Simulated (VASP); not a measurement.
The system is SnO2.

```
Sn O
1.0
     4.73735    0.00000    0.00000
     0.00000    4.73735    0.00000
     0.00000    0.00000    3.18640
Sn O
2 4
Direct
  0.00000 0.00000 0.00000
  0.50000 0.50000 0.50000
  0.30562 0.30562 0.00000
  0.19438 0.80562 0.50000
  0.69438 0.69438 0.00000
  0.80562 0.19438 0.50000
```

* Program: VASP 6.6.1
* Task: relaxation of cell and atoms
* Functional: PBE
* Dispersion: D3(BJ)
* Potentials or basis: VASP PAW PBE potentials, release 64 (Sn_d, O)
* Cutoff: 600 eV
* k mesh: 6 × 6 × 8
* Occupations: gaussian, width 0.02 eV
* Spin: no spin polarisation

At the start: pressure 8.2 GPa; volume 11.92 Å³/atom.

Question: How do energy, volume and symmetry change on relaxing?

Answer: Over 8 steps the energy falls by 12.0 meV/atom and the volume is 12.40 Å³/atom (+4.0 %); space group P4_2/mnm (No. 136, to 0.1 Å) before and after.

The path:
```csv
step,energy change (eV),largest force (eV/Å),pressure (GPa),volume (Å³)
1,0.0000,0.0563,8.22,71.51
2,0.0349,0.2668,-8.30,78.03
3,-0.0705,0.1096,-0.02,74.33
4,-0.0705,0.1067,0.14,74.27
5,-0.0717,0.0088,0.08,74.36
6,-0.0717,0.0021,0.07,74.37
7,-0.0717,0.0014,-0.07,74.43
8,-0.0718,0.0005,0.01,74.40
```

Final structure:
```xyz
6
Lattice="4.7964 0.0000 0.0000 0.0000 4.7964 0.0000 0.0000 0.0000 3.2340" Properties=species:S:1:pos:R:3 pbc="T T T"
Sn    0.0000    0.0000    0.0000
Sn    2.3982    2.3982    1.6170
O     1.4686    1.4686    0.0000
O     0.9296    3.8668    1.6170
O     3.3278    3.3278    0.0000
O     3.8668    0.9296    1.6170
```
